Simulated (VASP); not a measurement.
Wanted: the native input for a VASP 6.6.1 run.

* Task: single point
* Functional: PBE
* Potentials or basis: VASP PAW PBE potentials, release 64 (Rb_sv, Na_pv, Pt)
* Cutoff: 520 eV
* k mesh: 4 × 4 × 4
* Occupations: gaussian, width 0.1 eV
* Spin: no spin polarisation
* Dipole correction: no
* Further INCAR settings: ALGO = Normal; EDIFF = 1e-06; NBANDS = 26

The structure of Rb2NaPt lies in POSCAR:

```
Rb2NaPt
1.0
   -3.3661748217      3.3661748217      3.2401423661
    3.3661748217     -3.3661748217      3.2401423661
    3.3661748217      3.3661748217     -3.2401423661
Rb Na Pt
2 1 1
Direct
    0.5000000000      0.0000000000      0.5000000000
    0.0000000000      0.5000000000      0.5000000000
    0.5000000000      0.5000000000      0.0000000000
    0.0000000000      0.0000000000      0.0000000000
```

The cell was built from a structure type or drawn by symmetry, and may not be a known phase.

One way to write it, as run:

INCAR

```
  PREC = Accurate
  ENCUT = 520
  EDIFF = 1E-6
  ISMEAR = 0
  SIGMA = 0.1
  LREAL = F
  LASPH = T
  NELM = 80
  ALGO = Normal
  ISIF = 2
  LWAVE = F
  LCHARG = F
  GGA = PE
  NBANDS = 26
```

KPOINTS

```
regular mesh
0
Gamma
  4 4 4
```

Potentials or basis: VASP PAW PBE potentials, release 64 (Rb_sv, Na_pv, Pt).

Run with:

```sh
$ cat potpaw_PBE.64/Rb_sv/POTCAR potpaw_PBE.64/Na_pv/POTCAR potpaw_PBE.64/Pt/POTCAR > POTCAR
$ mpirun -np 1 vasp_std > vasp.out
```

It gave:

The pressure is 0.3 GPa and the band gap on the k mesh is zero (an odd number of electrons rules out a gap without spin polarisation).

Caveat: spin-orbit coupling is left out, which moves the levels of the heavy elements.

It took 66 s on 1 thread of Intel(R) Xeon(R) Platinum 8488C (Sapphire Rapids), on a shared host, peak memory 0.33 GiB.
